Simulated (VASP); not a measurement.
A run of VASP 6.6.1 is set up as follows.

The input INCAR:

```
ALGO = Normal
EDIFF = 1E-6
ENCUT = 520
GGA = PE
ISIF = 2
ISMEAR = 0
ISPIN = 2
LASPH = True
LCHARG = True
LELF = True
LORBIT = 11
LREAL = False
LVHAR = True
LWAVE = False
MAGMOM = 0 0 0 0 0 0 1 1 1 1 1 1
NBANDS = 70
NELM = 150
PREC = Accurate
SIGMA = 0.1
```

Contents of KPOINTS:

```
k-points
0
Gamma
  6 4 2
```

POSCAR

```
ZnCd5O6
1.0
    3.3035777282      0.0000000000      0.0000000000
    0.0000000000      4.7893953410      0.0000000000
   -0.1519596678      0.0000000000      9.9484573964
Zn Cd O
1 5 6
Direct
    0.0000000000      0.9698572831      0.0000000000
    0.9824929454      0.9983673248      0.3283080913
    0.5000000000      0.4989998901      0.5000000000
    0.0175070546      0.9983673248      0.6716919087
    0.5031790001      0.4936543121      0.8391179297
    0.4968209999      0.4936543121      0.1608820703
    0.9818242146      0.5002019763      0.3321368408
    0.5000000000      0.9995730945      0.5000000000
    0.0181757854      0.5002019763      0.6678631592
    0.5524355184      0.0057953232      0.8514192766
    0.0000000000      0.5352680425      0.0000000000
    0.4475644816      0.0057953232      0.1485807234
```

Potentials or basis: VASP PAW PBE potentials, release 64 (Zn, Cd, O).

The run is started by

```sh
$ cat potpaw_PBE.64/Zn/POTCAR potpaw_PBE.64/Cd/POTCAR potpaw_PBE.64/O/POTCAR > POTCAR
$ mpirun -np 1 vasp_std > vasp.out
```

Problem. Estimate the net moment.

Solution. 0.00 μB per cell.

Problem. What does it give for the largest force?

Solution. 0.111 eV/Å.

Forces on the atoms (eV/Å):
```
Zn   0.000  0.054  0.000
Cd   0.067  0.001 -0.088
Cd   0.000  0.001  0.000
Cd  -0.067  0.001  0.088
Cd   0.066  0.005 -0.067
Cd  -0.066  0.005  0.067
O    0.071 -0.004 -0.062
O    0.000  0.000  0.000
O   -0.071 -0.004  0.062
O    0.002 -0.013 -0.074
O    0.000 -0.033  0.000
O   -0.002 -0.013  0.074
```
